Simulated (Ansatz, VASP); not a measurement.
# One calculation of NbSnSe4, two programs

```
Nb Sn Se
1.0
     0.00000    4.31639    4.31639
     4.31639    0.00000    4.31639
     4.31639    4.31639    0.00000
Nb Sn Se
1 1 4
Cartesian
  6.4746 6.4746 6.4746
  0.0000 0.0000 0.0000
  3.2384 5.3944 5.3944
  3.2384 3.2384 3.2384
  5.3944 3.2384 5.3944
  5.3944 5.3944 3.2384
```

Change from the starting cell: species swapped into the HfTaV4 type (F-43m, No. 216).

Alike in both runs: task relaxation of cell and atoms; functional PBE; k mesh 3 × 3 × 3; occupations gaussian, width 0.15 eV; no spin polarisation.

```csv
,VASP,Ansatz
version,VASP 6.6.1,Ansatz 0.2.0
potentials or method,"VASP PAW PBE potentials, release 64 (Nb_sv, Sn_d, Se), cutoff 500 eV","scalar-relativistic, plane waves, PAW"
valence electrons in the cell,51,91
```

Ansatz gave:

* gap on the k mesh at the Fermi level, each at its own relaxed structure (eV): none
* relaxed volume (Å³/atom): 21.54
* relaxed cell length with the largest relative difference (Å): 5.675

Q: Which values does VASP return?

A: gap on the k mesh at the Fermi level, each at its own relaxed structure (eV): none; relaxed volume (Å³/atom): 21.40; relaxed cell length with the largest relative difference (Å): 5.663.

A gap of «none» marks a metal or a gap that the smearing closes. VASP's potentials hold 51 valence electrons a cell and Ansatz's 91, so a difference there can come from the potentials and not from the codes.

The k mesh is coarse, so the values compare programs but aren't converged. Noted on VASP's run: the volume moved by over 15 % at a fixed basis, so the end points are rough.
